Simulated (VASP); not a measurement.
Here is a VASP 6.6.1 calculation.

File INCAR:

```
  ALGO = Normal
  EDIFF = 1E-6
  ENCUT = 520
  GGA = PE
  ISIF = 2
  ISMEAR = 0
  ISPIN = 2
  LASPH = True
  LCHARG = False
  LMAXMIX = 4
  LORBIT = 11
  LREAL = False
  LWAVE = False
  MAGMOM = 1 0 0 0 0
  NBANDS = 28
  NELM = 150
  PREC = Accurate
  SIGMA = 0.1
```

File KPOINTS:

```
k-points
0
Gamma
  4 4 4
```

Contents of POSCAR:

```
ScSb3S
1.0
    5.4170888244      0.0000000000      0.0000000000
    0.0000000000      5.4170888244      0.0000000000
    0.0000000000      0.0000000000      5.4170888244
Sc Sb S
1 3 1
Direct
    0.5000000000      0.5000000000      0.5000000000
    0.0000000000      0.5000000000      0.5000000000
    0.5000000000      0.0000000000      0.5000000000
    0.5000000000      0.5000000000      0.0000000000
    0.0000000000      0.0000000000      0.0000000000
```

Potentials or basis: VASP PAW PBE potentials, release 64 (Sc_sv, Sb, S).

Command:

```bash
$ cat potpaw_PBE.64/Sc_sv/POTCAR potpaw_PBE.64/Sb/POTCAR potpaw_PBE.64/S/POTCAR > POTCAR
$ mpirun -np 1 vasp_std > vasp.out
```

Question: What does it give for the site moments?

Answer: Sc +0.10; Sb +0.03; S +0.51 μB.

Question: Estimate the pressure.

Answer: -0.1 GPa.

Question: Estimate the net moment.

Answer: 1.18 μB per cell.
